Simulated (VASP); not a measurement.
Crystal: FeCo2.

```
Fe Co
1.0
     0.00000    2.57078    2.57078
     2.57078    0.00000    2.57078
     2.57078    2.57078    0.00000
Fe Co
1 2
Direct
  0.00000 0.00000 0.00000
  0.25000 0.25000 0.25000
  0.75000 0.75000 0.75000
```

The cell was generated, and may not be a known phase.

```yaml
Program: VASP 6.6.1
Task: relaxation of cell and atoms
Functional: PBE
Potentials_or_basis: VASP PAW PBE potentials, release 64 (Fe, Co)
Cutoff: 600 eV
k_mesh: 6 × 6 × 6
Occupations: gaussian, width 0.1 eV
Spin: collinear spin, ferromagnetic start
Starting_moments: "[4.0, 3.0, 3.0] μB"
```

At the start: pressure 19.0 GPa; volume 11.33 Å³/atom.

**Question.** How do energy, volume and symmetry change on relaxing?

**Answer.** Over 6 steps the energy falls by 110.8 meV/atom and the volume is 13.20 Å³/atom (+16.5 %); space group Fm-3m (No. 225, to 0.1 Å) before and after; moment 5.86 μB per cell.

Step by step:
```tsv
step	energy change (eV)	largest force (eV/Å)	pressure (GPa)	volume (Å³)
1	0.0000	0.0000	19.01	33.98
2	-0.3292	0.0000	-31.49	41.03
3	-0.1633	0.0000	16.63	36.23
4	-0.2803	0.0000	8.80	37.71
5	-0.3296	0.0000	2.02	39.20
6	-0.3325	0.0000	0.39	39.60
```

Final structure:
```xyz
3
Lattice="0.0000 2.7053 2.7053 2.7053 0.0000 2.7053 2.7053 2.7053 0.0000" Properties=species:S:1:pos:R:3 pbc="T T T"
Fe    2.7053    0.0000    2.7053
Co    1.3526    1.3526    1.3526
Co    4.0579    4.0579    4.0579
```

Caveat: the volume moved by over 15 % at a fixed basis, so the end points are rough.
